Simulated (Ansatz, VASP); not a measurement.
# Two plane-wave programs on WSe2

```
W Se
1.0
     3.82981    0.00000    0.00000
     0.00000    3.82981    0.00000
     0.00000    0.00000    4.76857
W Se
1 2
Direct
  0.00000 0.00000 0.50000
  0.00000 0.00000 0.00000
  0.50000 0.50000 0.00000
```

Alike in both runs: functional PBE; k mesh 12 × 12 × 10; occupations gaussian, width 0.1 eV; no spin polarisation.

Ansatz relaxed the structure, and its values are those at the end. VASP's run is a single point on that final structure, the one shown.

|  | VASP | Ansatz |
| --- | --- | --- |
| version | VASP 6.6.1 | Ansatz 0.2.0 |
| potentials or method | VASP PAW PBE potentials, release 64 (W_sv, Se), cutoff 520 eV | scalar-relativistic, plane waves, PAW |
| valence electrons in the cell | 26 | 46 |

Ansatz gave:

```
gap on the k mesh at the Fermi level (eV) : none
pressure (GPa)                            : 0.0
```

Task: Estimate VASP's values.

Result: gap on the k mesh at the Fermi level (eV): none; pressure (GPa): 0.1.

A gap of «none» marks a metal or a gap that the smearing closes. With one functional, cell and mesh, what is left measures potentials, basis and numerics. VASP's potentials hold 26 valence electrons a cell and Ansatz's 46, so a difference there can come from the potentials and not from the codes.

Neither program's run includes spin-orbit coupling.
